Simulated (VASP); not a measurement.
Ti, 2 atoms in the cell. The structure is hexagonal, space group P6_3/mmc (No. 194). The conventional cell has a = 2.950 Å, b = 2.950 Å, c = 4.680 Å, α = 90.00°, β = 90.00°, γ = 120.00°. Within 3.8 Å of Ti (site symmetry -6m2) lie 12 Ti at 2.89 to 2.95 Å. 

| Item | Value |
| --- | --- |
| Program | VASP 6.6.1 |
| Task | relaxation of cell and atoms |
| Functional | PBEsol |
| Potentials or basis | VASP PAW PBE potentials, release 64 (Ti_sv) |
| Cutoff | 600 eV |
| k mesh | 8 × 8 × 5 |
| Occupations | gaussian, width 0.05 eV |
| Spin | no spin polarisation |
| Dipole correction | no |
| Further INCAR settings | ALGO = Normal; EDIFF = 1e-06; IBRION = 2; EDIFFG = -0.01; NSW = 80; ISIF = 3 |

Potentials or basis: VASP PAW PBE potentials, release 64 (Ti_sv).

Launch:

```bash
$ cat potpaw_PBE.64/Ti_sv/POTCAR > POTCAR
$ mpirun -np 1 vasp_std > vasp.out
```

Hardware: 1 thread of Intel(R) Xeon(R) 6975P-C (Granite Rapids), on a shared host.

Problem. How long does it take, and how much memory?

Solution. It took 29 s on 1 thread of Intel(R) Xeon(R) 6975P-C (Granite Rapids), with other jobs on the host, peak memory 0.17 GiB. Counts: scf iterations 52, k points 30, ion steps 6.
